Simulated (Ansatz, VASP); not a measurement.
## AgCl: VASP beside Ansatz

```
Ag Cl
1.0
     0.00000    2.69378    2.80602
     2.69378    0.00000    2.80602
     2.69378    2.69378    0.00000
Ag Cl
1 1
Direct
  0.46258 0.53742 0.53742
  0.11386 0.88614 0.88614
```

Change from the starting cell: mode 4 frozen in at -0.639 Å, equal normal strain along x and y -0.0400.

Alike in both runs: task single point; functional PBE; k mesh 8 × 8 × 8; occupations gaussian, width 0.05 eV; no spin polarisation.

|  | VASP | Ansatz |
| --- | --- | --- |
| version | VASP 6.6.1 | Ansatz 0.2.0 |
| potentials or method | VASP PAW PBE potentials, release 64 (Ag, Cl), cutoff 520 eV | scalar-relativistic, plane waves, PAW |
| valence electrons in the cell | 18 | 26 |

```tsv
	VASP	Ansatz	Ansatz less VASP
gap on the k mesh at the Fermi level (eV)	1.38	1.37	-0.008
least direct gap on the mesh (eV)	1.89	1.87	-0.020
pressure (GPa)	34.8	35.2	+0.43
traceless stress, the component that is largest in VASP (GPa)	61.46	62.15	+0.689
rms of the force components (eV/Å)	7.101	7.185	+0.0837
```

Atom by atom the forces differ by 0.084 eV/Å (rms over components). Both programs put the cell under a high pressure, so it lies far from rest at this level. The functional is the same, so the differences come from potentials, cutoffs and numerics. VASP's potentials hold 18 valence electrons a cell and Ansatz's 26, so a difference there can come from the potentials and not from the codes.
